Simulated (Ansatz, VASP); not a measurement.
# Zn2InO in VASP and in Ansatz

The input INCAR:

```
ALGO = Normal
EDIFF = 1E-6
ENCUT = 520
GGA = PE
ISIF = 2
ISMEAR = 0
LASPH = T
LCHARG = F
LREAL = F
LWAVE = F
NBANDS = 30
NELM = 60
PREC = Accurate
SIGMA = 0.1
```

The input KPOINTS:

```
k-points
0
Gamma
  4 4 6
```

Contents of POSCAR:

```
Zn2InO
1.0
    4.3433002200      0.0000000000      0.0000000000
    0.0000000000      4.3433002200      0.0000000000
    0.0000000000      0.0000000000      3.2818150400
Zn In O
2 1 1
Direct
    0.0000000000      0.5000000000      0.5000000000
    0.5000000000      0.0000000000      0.5000000000
    0.0000000000      0.0000000000      0.0000000000
    0.5000000000      0.5000000000      0.5000000000
```

Input for Ansatz:

```yaml
crystal:
  lattice:
    - [4.34330022, 0.0, 0.0]
    - [0.0, 4.34330022, 0.0]
    - [0.0, 0.0, 3.28181504]
  atoms:
    - { symbol: Zn, position: [0.0, 0.5, 0.5] }
    - { symbol: Zn, position: [0.5, 0.0, 0.5] }
    - { symbol: In, position: [0.0, 0.0, 0.0] }
    - { symbol: O, position: [0.5, 0.5, 0.5] }
basis:
  ecutwfc: 420
kpoints:
  mp_grid: { grid: [4, 4, 6] }
hamiltonian:
  xc: pbe
scf:
  occupations: { method: gaussian, width: 0.1 }
  lower_state_search: "off"
output:
  forces: true
  stress: true
  eigenvalues: true
```

Alike in both runs: task single point; functional PBE; k mesh 4 × 4 × 6; occupations gaussian, width 0.1 eV; no spin polarisation.

|  | VASP | Ansatz |
| --- | --- | --- |
| version | VASP 6.6.1 | Ansatz 0.2.0 |
| potentials or method | VASP PAW PBE potentials, release 64 (Zn, In_d, O), cutoff 520 eV | scalar-relativistic, plane waves, PAW |
| valence electrons in the cell | 43 | 43 |

Ansatz gave:

```
gap on the k mesh at the Fermi level (eV)                     : none
pressure (GPa)                                                : 6.3
traceless stress, the component that is largest in VASP (GPa) : 7.48
```

Problem. Which values does VASP return?

Solution. gap on the k mesh at the Fermi level (eV): none; pressure (GPa): 6.5; traceless stress, the component that is largest in VASP (GPa): 7.30.

A gap of «none» marks a metal or a gap that the smearing closes. With one functional, cell and mesh, what is left measures potentials, basis and numerics.

The k mesh is coarse, so the values compare programs but aren't converged.
